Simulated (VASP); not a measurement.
# CuI (F-43m) in VASP: a series of runs

Aim: see how the results for CuI move with the level of theory and the settings. Levels: PBE, PBE+D3(BJ), RPBE. Tasks: single point.

Program: VASP 6.6.1. These are calculated values, not measurements. Logs are shortened: lines on timing, memory, paths and dates and some standing lists are left out, and cuts for length are marked.

## (1) The cell of the first run

It takes space group F-43m (No. 216, cubic). Conventional cell: a = 6.063 Å, b = 6.063 Å, c = 6.063 Å, α = 90.00°, β = 90.00°, γ = 90.00°. Within 3.5 Å of I (site symmetry -43m) lie 4 Cu at 2.63 Å. Within 3.5 Å of Cu (site symmetry -43m) lie 4 I at 2.63 Å.

## (2) Single point, PBE

INCAR

```
  ALGO = Normal
  EDIFF = 1E-7
  ENCUT = 520
  GGA = PE
  ISIF = 2
  ISMEAR = -1
  LASPH = True
  LCHARG = False
  LREAL = False
  LWAVE = False
  NBANDS = 16
  NELM = 100
  PREC = Accurate
  SIGMA = 0.05
```

KPOINTS

```
k-points
0
Gamma
  4 4 4
```

POSCAR

```
CuI
1.0
    0.0000000000      3.0315000000      3.0315000000
    3.0315000000      0.0000000000      3.0315000000
    3.0315000000      3.0315000000      0.0000000000
I Cu
1 1
Direct
    0.0000000000      0.0000000000      0.0000000000
    0.7500000000      0.7500000000      0.7500000000
```

Potentials or basis: VASP PAW PBE potentials, release 64 (I, Cu).

Command:

```
$ cat potpaw_PBE.64/I/POTCAR potpaw_PBE.64/Cu/POTCAR > POTCAR
$ mpirun -np 1 vasp_std > vasp.out
```

OUTCAR:

```text
EDIFF = 1E-7
   ENCUT = 520
   GGA = PE
   ISIF = 2
   ISMEAR = -1
   LASPH = True
   LREAL = False
   NELM = 100
   PREC = Accurate

 ion  position               nearest neighbor table
   1  0.000  0.000  0.000-   2 2.63   2 2.63   2 2.63   2 2.63
   2  0.750  0.750  0.750-   1 2.63   1 2.63   1 2.63   1 2.63

  LATTYP: Found a face centered cubic cell.
 ALAT       =     6.0630000000

  Lattice vectors:

 A1 = (   0.0000000000,   3.0315000000,   3.0315000000)
 A2 = (   3.0315000000,   0.0000000000,   3.0315000000)
 A3 = (   3.0315000000,   3.0315000000,   0.0000000000)

Analysis of symmetry for initial positions (statically):
=====================================================================
 Subroutine PRICEL returns:
 Original cell was already a primitive cell.

 Routine SETGRP: Setting up the symmetry group for a
 face centered cubic supercell.

 Subroutine GETGRP returns: Found 24 space group operations
 (whereof 24 operations were pure point group operations)
 out of a pool of 48 trial point group operations.

The static configuration has the point symmetry T_d .

Analysis of symmetry for dynamics (positions and initial velocities):
=====================================================================
 Subroutine PRICEL returns:
 Original cell was already a primitive cell.

 Routine SETGRP: Setting up the symmetry group for a
 face centered cubic supercell.

 Subroutine GETGRP returns: Found 24 space group operations
 (whereof 24 operations were pure point group operations)
 out of a pool of 48 trial point group operations.

The dynamic configuration has the point symmetry T_d .

 Subroutine INISYM returns: Found 24 space group operations
 (whereof 24 operations are pure point group operations),
 and found     1 'primitive' translations

----------------------------------------------------------------------------------------

                                     Primitive cell

  volume of cell :      55.7189

  direct lattice vectors                    reciprocal lattice vectors
     0.000000000  3.031500000  3.031500000    -0.164934851  0.164934851  0.164934851
     3.031500000  0.000000000  3.031500000     0.164934851 -0.164934851  0.164934851
     3.031500000  3.031500000  0.000000000     0.164934851  0.164934851 -0.164934851

  length of vectors
     4.287188414  4.287188414  4.287188414     0.285675541  0.285675541  0.285675541

  position of ions in fractional coordinates (direct lattice)
     0.000000000  0.000000000  0.000000000
     0.750000000  0.750000000  0.750000000

  ion indices of the primitive-cell ions
   primitive index   ion index
                 1           1
                 2           2

----------------------------------------------------------------------------------------

 KPOINTS: k-points

Automatic generation of k-mesh.
 Grid dimensions read from file:
 generate k-points for:    4    4    4

 Generating k-lattice:

  Cartesian coordinates                     Fractional coordinates (reciprocal lattice)
    -0.041233713  0.041233713  0.041233713     0.250000000  0.000000000  0.000000000
     0.041233713 -0.041233713  0.041233713     0.000000000  0.250000000  0.000000000
     0.041233713  0.041233713 -0.041233713     0.000000000  0.000000000  0.250000000

  Length of vectors
     0.071418885  0.071418885  0.071418885

  Shift w.r.t. Gamma in fractional coordinates (k-lattice)
     0.000000000  0.000000000  0.000000000

 Subroutine IBZKPT returns following result:
 ===========================================

 Found      8 irreducible k-points:

 Following reciprocal coordinates:
            Coordinates               Weight
  0.000000  0.000000  0.000000      1.000000
  0.250000  0.000000  0.000000      8.000000
  0.500000  0.000000  0.000000      4.000000
  0.250000  0.250000  0.000000      6.000000
  0.500000  0.250000  0.000000     24.000000
 -0.250000  0.250000  0.000000     12.000000
  0.500000  0.500000  0.000000      3.000000
 -0.250000  0.500000  0.250000      6.000000
   k-points           NKPTS =      8   k-points in BZ     NKDIM =      8   number of bands    NBANDS=     16
   number of dos      NEDOS =    301   number of ions     NIONS =      2
   total plane-waves  NPLWV =  32768
   dimension x,y,z NGX =    32 NGY =   32 NGZ =   32
   dimension x,y,z NGXF=    64 NGYF=   64 NGZF=   64
   ions per type =               1   1
   NGX,Y,Z   is equivalent  to a cutoff of  12.41, 12.41, 12.41 a.u.
   NGXF,Y,Z  is equivalent  to a cutoff of  24.82, 24.82, 24.82 a.u.
 SYSTEM =  unknown system
   PREC   = accura    normal or accurate (medium, high low for compatibility)
   ISTART =      0    job   : 0-new  1-cont  2-samecut
   ICHARG =      2    charge: 1-file 2-atom 10-const
   ISPIN  =      1    spin polarized calculation?
   LNONCOLLINEAR =      F non collinear calculations
   LSORBIT =      F    spin-orbit coupling
   LASPH  =      T    aspherical Exc in radial PAW
   ENCUT  =  520.0 eV  38.22 Ry    6.18 a.u.   7.97  7.97  7.97*2*pi/ulx,y,z
   NELM   =    100;   NELMIN=  2; NELMDL= -5     # of ELM steps
   EDIFF  = 0.1E-06   stopping-criterion for ELM
   LREAL  =      F    real-space projection
   EDIFFG = 0.1E-05   stopping-criterion for IOM
   NSW    =      0    number of steps for IOM
   IBRION =     -1    ionic relax: 0-MD 1-quasi-New 2-CG
   NFREE  =      0    steps in history (QN), initial steepest desc. (CG)
   ISIF   =      2    stress and relaxation
   ISYM   =      2    0-nonsym 1-usesym 2-fastsym
   POTIM  = 0.5000    time-step for ionic-motion
   TEBEG  =    0.0;   TEEND  =   0.0 temperature during run
   PSTRESS=    0.0 pullay stress
   NELECT =      18.0000    total number of electrons
   NUPDOWN=      -1.0000    fix difference up-down
   EMIN   =  10.00;   EMAX   =-10.00  energy-range for DOS
   EFERMI =   0.00;   METHOD = LEGACY
   ISMEAR =    -1;   SIGMA  =   0.05  broadening in eV -4-tet -1-fermi 0-gaus
   EFERMI_NEDOS =   21; number of points for ismear=-14 and -15
   IALGO  =     38    algorithm
   IMIX   =      4    mixing-type and parameters
     AMIX     =   0.40;   BMIX     =  1.00
     AMIX_MAG =   1.60;   BMIX_MAG =  1.00
  volume/ion in A,a.u.               =      27.86       188.00
  Fermi-wavevector in a.u.,A,eV,Ry     =   1.123306  2.122741 17.168055  1.261816
  Thomas-Fermi vector in A             =   2.259971
   LORBIT       =      0    0 simple, 1 ext, 2 COOP (PROOUT), +10 PAW based schemes
   GGA     = PE    functional components
   LHFCALC =     F    Hartree Fock is set to
   AEXX    =    0.0000 exact exchange contribution
   IVDW    =     0    specifies the selected vdW correction
   LEPSILON=     F    determine dielectric tensor
   LRPA    =     F    only Hartree local field effects (RPA)
 non-spin polarized calculation
  energy-cutoff  :      520.00
  volume of cell :       55.72
 maximum number of plane-waves:      1524
   NGX = 15   NGY = 15   NGZ = 15

 number of electron      18.0000014 magnetization

 Free energy of the ion-electron system (eV)
  ---------------------------------------------------
  ext. energy  EPLUGINS =         0.00000000
  ---------------------------------------------------
  free energy    TOTEN  =        -5.52801642 eV

  energy without entropy =       -5.52801566  energy(sigma->0) =       -5.52801604

 E-fermi :   5.0409     XC(G=0):  -8.9283

 val. band max:        4.4433145312   @ k =   0.0000   0.0000   0.0000
 cond. band min:       5.5834158932   @ k =   0.0000   0.0000   0.0000
 fundamental gap:      1.1401013620
 Fermi energy:         5.0409105065

 k-point     1 :       0.0000    0.0000    0.0000
  band No.  band energies     occupation
      1      -9.5602      2.00000
      2       0.8044      2.00000
      3       0.8044      2.00000
      4       0.8044      2.00000
      5       2.5871      2.00000
      6       2.5871      2.00000
      7       4.4433      1.99999
      8       4.4433      1.99999
      9       4.4433      1.99999
     10       5.5834      0.00004
     11       9.3080      0.00000
     12       9.3080      0.00000
     13       9.3080      0.00000
     14      12.6219      0.00000
     15      14.0162      0.00000
     16      14.0162      0.00000

 k-point     2 :       0.2500    0.0000    0.0000
  band No.  band energies     occupation
      1      -9.3019      2.00000
      2      -0.1918      2.00000
      3       0.8209      2.00000
      4       0.8209      2.00000
      5       2.5782      2.00000
      6       2.5782      2.00000
      7       3.1660      2.00000
      8       4.0721      2.00000
      9       4.0721      2.00000
     10       6.7138      0.00000
     11       9.8599      0.00000
     12       9.8599      0.00000
     13       9.9174      0.00000
     14      13.1596      0.00000
     15      13.1596      0.00000
     16      13.3641      0.00000

 k-point     3 :       0.5000    0.0000    0.0000
  band No.  band energies     occupation
      1      -9.0073      2.00000
      2      -1.1397      2.00000
      3       0.8275      2.00000
      4       0.8275      2.00000
      5       2.6152      2.00000
      6       2.6152      2.00000
      7       2.6601      2.00000
      8       3.7336      2.00000
      9       3.7336      2.00000
     10       6.5970      0.00000
     11       9.8438      0.00000
     12       9.8438      0.00000
     13      11.8466      0.00000
     14      13.5650      0.00000
     15      15.3101      0.00000
     16      15.3101      0.00000

 k-point     4 :       0.2500    0.2500    0.0000
  band No.  band energies     occupation
      1      -9.2152      2.00000
      2      -0.2440      2.00000
      3       0.7490      2.00000
      4       0.7490      2.00000
      5       2.4905      2.00000
      6       2.6305      2.00000
      7       3.3463      2.00000
      8       3.5626      2.00000
      9       3.5626      2.00000
     10       7.6538      0.00000
     11       7.8409      0.00000
     12      11.2074      0.00000
     13      11.2075      0.00000
     14      11.3927      0.00000
     15      14.6218      0.00000
     16      16.0681      0.00000

 k-point     5 :       0.5000    0.2500    0.0000
  band No.  band energies     occupation
      1      -8.9179      2.00000
      2      -0.8416      2.00000
      3       0.3229      2.00000
      4       0.7644      2.00000
      5       2.5164      2.00000
      6       2.6298      2.00000
      7       2.7014      2.00000
      8       3.1691      2.00000
      9       3.3038      2.00000
     10       7.6234      0.00000
     11       9.0758      0.00000
     12      10.8128      0.00000
     13      11.4725      0.00000
     14      13.9946      0.00000
     15      15.4502      0.00000
     16      16.3088      0.00000

 k-point     6 :      -0.2500    0.2500    0.0000
  band No.  band energies     occupation
      1      -9.0174      2.00000
      2      -0.6084      2.00000
      3       0.2312      2.00000
      4       0.8432      2.00000
      5       2.5474      2.00000
      6       2.5871      2.00000
      7       2.8831      2.00000
      8       3.0622      2.00000
      9       3.7626      2.00000
     10       7.8902      0.00000
     11       9.6829      0.00000
     12      10.2595      0.00000
     13      10.6032      0.00000
     14      12.6865      0.00000
     15      14.6493      0.00000
     16      16.4724      0.00000

 k-point     7 :       0.5000    0.5000    0.0000
  band No.  band energies     occupation
      1      -8.8197      2.00000
      2      -1.1247      2.00000
      3       0.6967      2.00000
      4       0.6967      2.00000
      5       2.5631      2.00000
      6       2.6445      2.00000
      7       2.6740      2.00000
      8       2.9425      2.00000
      9       2.9425      2.00000
     10       7.1553      0.00000
     11       7.3450      0.00000
     12      13.6367      0.00000
     13      14.1958      0.00000
     14      14.1958      0.00000
     15      15.7100      0.00000
     16      16.4635      0.00000

 k-point     8 :      -0.2500    0.5000    0.2500
  band No.  band energies     occupation
      1      -8.8160      2.00000
      2      -0.6612      2.00000
      3      -0.0792      2.00000
      4       0.6058      2.00000
      5       2.5259      2.00000
      6       2.5409      2.00000
      7       2.6697      2.00000
      8       2.8370      2.00000
      9       3.1803      2.00000
     10       8.9349      0.00000
     11       9.0925      0.00000
     12      10.4540      0.00000
     13      10.8075      0.00000
     14      14.7498      0.00000
     15      15.9830      0.00000
     16      16.4434      0.00000

------------------------ aborting loop because EDIFF is reached ----------------------------------------

  FORCE on cell =-STRESS in cart. coord.  units (eV):
  Direction    XX          YY          ZZ          XY          YZ          ZX
  --------------------------------------------------------------------------------------
  -------------------------------------------------------------------------------------
  Total        0.2117290      0.2117290      0.2117290     -0.0000000     -0.0000000      0.0000000
  in kB        6.0881892      6.0881892      6.0881892     -0.0000000     -0.0000000      0.0000000
  external PRESSURE =       6.0881892 kB  Pullay stress =       0.0000000 kB

 VOLUME and BASIS-vectors are now :
 -----------------------------------------------------------------------------
  energy-cutoff  :      520.00
  volume of cell :       55.72
      direct lattice vectors                 reciprocal lattice vectors
     0.000000000  3.031500000  3.031500000    -0.164934851  0.164934851  0.164934851
     3.031500000  0.000000000  3.031500000     0.164934851 -0.164934851  0.164934851
     3.031500000  3.031500000  0.000000000     0.164934851  0.164934851 -0.164934851

 POSITION                                       TOTAL-FORCE (eV/Angst)
 -----------------------------------------------------------------------------------
      0.00000      0.00000      0.00000        -0.000000      0.000000     -0.000000
      4.54725      4.54725      4.54725         0.000000     -0.000000      0.000000
 -----------------------------------------------------------------------------------
    total drift:                               -0.000001     -0.000001     -0.000001

  FREE ENERGIE OF THE ION-ELECTRON SYSTEM (eV)
  ---------------------------------------------------
  free  energy   TOTEN  =        -5.5280164169 eV

  energy  without entropy=       -5.5280156643  energy(sigma->0) =       -5.52801604
```

Wall time 9 s (1 thread of AMD EPYC 7R43 (Zen 3), shared host); peak memory 0.13 GiB.

Results:

* Free energy: -5.5280 eV
* Pressure: 0.6 GPa
* Band gap on the k mesh: 1.14 eV

Levels at points of the mesh, in eV from the valence-band top:
| k point | band 5 | band 6 | band 7 | band 8 | band 9 | band 10 | band 11 | band 12 | band 13 | band 14 |
| --- | --- | --- | --- | --- | --- | --- | --- | --- | --- | --- |
| (0.00, 0.00, 0.00) | -1.86 | -1.86 | 0.00 | 0.00 | 0.00 | 1.14 | 4.86 | 4.86 | 4.86 | 8.18 |
| (0.50, 0.00, 0.00) | -1.83 | -1.83 | -1.78 | -0.71 | -0.71 | 2.15 | 5.40 | 5.40 | 7.40 | 9.12 |
| (0.50, 0.50, 0.00) | -1.88 | -1.80 | -1.77 | -1.50 | -1.50 | 2.71 | 2.90 | 9.19 | 9.75 | 9.75 |

Caveat: the k points lie up to 0.45 Å⁻¹ apart; spin-orbit coupling is left out, which moves the levels of the heavy elements.

## (3) Single point, PBE+D3(BJ)

This run uses another cell than the first one, of 26.19 Å³/atom.

INCAR

```
PREC = Accurate ; ENCUT = 520
EDIFF = 1E-6 ; ISMEAR = -1
SIGMA = 0.05 ; LREAL = False
LASPH = True ; NELM = 80
ALGO = Normal ; ISIF = 2
LWAVE = False ; LCHARG = True
GGA = PE ; IVDW = 12
LELF = True ; LVHAR = True
NBANDS = 16
```

KPOINTS

```
Automatic mesh
0
Gamma
  8 8 8
```

POSCAR

```
CuI
1.0
    0.0000000000      2.9696152886      2.9696152886
    2.9696152886      0.0000000000      2.9696152886
    2.9696152886      2.9696152886      0.0000000000
I Cu
1 1
Direct
    0.0000000000      0.0000000000      0.0000000000
    0.7500000000      0.7500000000      0.7500000000
```

Potentials or basis: VASP PAW PBE potentials, release 64 (I, Cu).

Command:

```
$ cat potpaw_PBE.64/I/POTCAR potpaw_PBE.64/Cu/POTCAR > POTCAR
$ mpirun -np 1 vasp_std > vasp.out
```

Wall time 25 s (1 thread of AMD EPYC 7R43 (Zen 3), shared host); peak memory 0.16 GiB.

The run converged. Its results:

```
Free energy                : -6.2587 eV
Pressure                   : 0.8 GPa
Band gap on the k mesh     : 1.32 eV
Dispersion energy per atom : -0.367 eV
```

Levels at points of the mesh, in eV from the valence-band top:
```
           k point  band 6  band 7  band 8  band 9  band 10  band 11  band 12  band 13
(0.00, 0.00, 0.00)   -2.12    0.00    0.00    0.00     1.32     4.80     4.80     4.80
(0.50, 0.00, 0.00)   -2.09   -2.04   -0.81   -0.81     2.21     5.36     5.36     7.49
(0.50, 0.50, 0.00)   -2.05   -2.02   -1.72   -1.72     2.59     2.87     9.63    10.08
```

Caveat: spin-orbit coupling is left out, which moves the levels of the heavy elements.

[end of part 1 of 2]
